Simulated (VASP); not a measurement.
Set up this calculation in VASP 6.6.1, as the native input.

```
Task                   : single point
Functional             : PBE
Potentials or basis    : VASP PAW PBE potentials, release 64 (Sr_sv, Cl)
Cutoff                 : 520 eV
k mesh                 : 8 × 8 × 8
Occupations            : fermi-dirac, width 0.02 eV
Spin                   : no spin polarisation
Dipole correction      : no
Further INCAR settings : ALGO = Normal; EDIFF = 1e-06; NBANDS = 19
```

The structure of SrCl2 lies in POSCAR:

```
SrCl2
1.0
    1.9814565639      1.2042047164      6.1350485037
   -1.9814565639      1.2042047164      6.1350485037
    0.0000000000     -2.4084094327      6.1350485037
Sr Cl
1 2
Direct
    0.0046302803      0.0046302803     -0.0087895295
    0.4208823512      0.4208823512      0.4302669660
    0.2411540351      0.2411540351      0.2451892302
```

This cell differs from its parent crystal: uniaxial x strain -5.0%.

The input as run:

INCAR

```
PREC     = Accurate       # precision mode
ENCUT    = 520            # plane-wave cutoff, eV
EDIFF    = 1E-6           # SCF threshold, eV
ISMEAR   = -1             # smearing method
SIGMA    = 0.02           # smearing width, eV
LREAL    = False          # projectors in reciprocal space
LASPH    = True           # aspherical terms in the spheres
NELM     = 60             # most SCF steps
ALGO     = Normal         # electronic algorithm
ISIF     = 2              # what is computed and relaxed
LWAVE    = False          # write WAVECAR
LCHARG   = False          # write CHGCAR
GGA      = PE             # functional
NBANDS   = 19             # bands
```

KPOINTS

```
Automatic mesh
0
Gamma
  8 8 8
```

Potentials or basis: VASP PAW PBE potentials, release 64 (Sr_sv, Cl).

The run is started by

```console
$ cat potpaw_PBE.64/Sr_sv/POTCAR potpaw_PBE.64/Cl/POTCAR > POTCAR
$ mpirun -np 1 vasp_std > vasp.out
```

It gave:

```yaml
Pressure: 2.7 GPa
Largest_force: 0.005 eV/Å
Band_gap_on_the_k_mesh: 4.39 eV, indirect (least direct gap 4.52 eV)
```

Caveat: the cell differs from its parent crystal (uniaxial x strain -5.0%).

Wall time 4.6 min on 1 thread of Intel(R) Xeon(R) 6975P-C (Granite Rapids) (shared host), peak memory 0.51 GiB.
